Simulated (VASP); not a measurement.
Input of a VASP 6.6.1 run:

File INCAR:

```
SYSTEM = SrV
PREC = Accurate
ENCUT = 520
EDIFF = 1E-6
ISMEAR = -1
SIGMA = 0.05
LREAL = .False.
LASPH = .True.
NELM = 150
ALGO = Normal
ISIF = 2
LWAVE = .False.
LCHARG = .False.
ISPIN = 2
MAGMOM = 0 2
LORBIT = 11
LMAXMIX = 4
GGA = PE
NBANDS = 22
```

The input KPOINTS:

```
Automatic mesh
0
Gamma
  8 8 8
  0 0 0
```

POSCAR

```
SrV
1.0
    0.0000000000      2.8325558843      2.8325558843
    2.8325558843      0.0000000000      2.8325558843
    2.8325558843      2.8325558843      0.0000000000
Sr V
1 1
Direct
    0.0000000000      0.0000000000      0.0000000000
    0.5000000000      0.5000000000      0.5000000000
```

Potentials or basis: VASP PAW PBE potentials, release 64 (Sr_sv, V_sv).

Command:

```bash
$ cat potpaw_PBE.64/Sr_sv/POTCAR potpaw_PBE.64/V_sv/POTCAR > POTCAR
$ mpirun -np 1 vasp_std > vasp.out
```

(1) Predict the pressure.

(2) What does it give for the site moments?

(3) What does it give for the net moment?

Results:

(1) 17.0 GPa.

(2) Sr +0.15; V +2.54 μB.

(3) 3.05 μB per cell.
